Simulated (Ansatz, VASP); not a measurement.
**Two plane-wave programs on Ca**

The input INCAR:

```
PREC = Accurate ; ENCUT = 520
EDIFF = 1E-6 ; ISMEAR = 0
SIGMA = 0.1 ; LREAL = F
LASPH = T ; NELM = 60
ALGO = Fast ; ISIF = 2
LWAVE = F ; LCHARG = F
LDIPOL = T ; IDIPOL = 3
DIPOL = 0.5 0.5 0.500 ; GGA = PS
NBANDS = 33
```

KPOINTS

```
regular mesh
0
Gamma
  9 9 1
```

The input POSCAR:

```
Ca
1.0
    3.8570176995      0.0000000000      0.0000000000
    0.0000000000      3.8570176995      0.0000000000
    0.0000000000      0.0000000000     25.9092934819
Ca
5
Direct
    0.5000000000      0.5000000000      0.2894714209
    0.0000000000      0.0000000000      0.3947357105
    0.5000000000      0.5000000000      0.5000000000
    0.0000000000      0.0000000000      0.6052642895
    0.5000000000      0.5000000000      0.7105285791
```

Input for Ansatz:

```yaml
crystal:
  lattice:
    - [3.8570176995, 0.0, 0.0]
    - [0.0, 3.8570176995, 0.0]
    - [0.0, 0.0, 25.9092934819]
  atoms:
    - { symbol: Ca, position: [0.5, 0.5, 0.2894714209] }
    - { symbol: Ca, position: [0.0, 0.0, 0.3947357105] }
    - { symbol: Ca, position: [0.5, 0.5, 0.5] }
    - { symbol: Ca, position: [0.0, 0.0, 0.6052642895] }
    - { symbol: Ca, position: [0.5, 0.5, 0.7105285791] }
basis:
  ecutwfc: 420
kpoints:
  mp_grid: { grid: [9, 9, 1] }
hamiltonian:
  xc: pbesol
scf:
  occupations: { method: gaussian, width: 0.1 }
output:
  forces: true
  stress: true
  eigenvalues: true
  write_density: true
  write_potential: true
  elf: true
  volumetric_format: npy
efield:
  axis: 3
  dipole_correction: true
```

Alike in both runs: task single point; functional PBEsol; k mesh 9 × 9 × 1; occupations gaussian, width 0.1 eV; no spin polarisation.

|  | VASP | Ansatz |
| --- | --- | --- |
| version | VASP 6.6.1 | Ansatz 0.2.0 |
| potentials or method | VASP PAW PBE potentials, release 64 (Ca_sv), cutoff 520 eV | scalar-relativistic, plane waves, PAW |
| valence electrons in the cell | 50 | 50 |

|  | VASP | Ansatz | Ansatz less VASP |
| --- | --- | --- | --- |
| gap on the k mesh at the Fermi level (eV) | none | none | - |
| rms of the force components (eV/Å) | 0.038 | 0.039 | +0.0011 |

VASP's potentials were made for PBE, not for PBEsol. Atom by atom the forces differ by 0.001 eV/Å (rms over components). A gap of «none» marks a metal or a gap that the smearing closes. Ansatz's warnings: vacuum density over bound, xc potential rough in thin density.
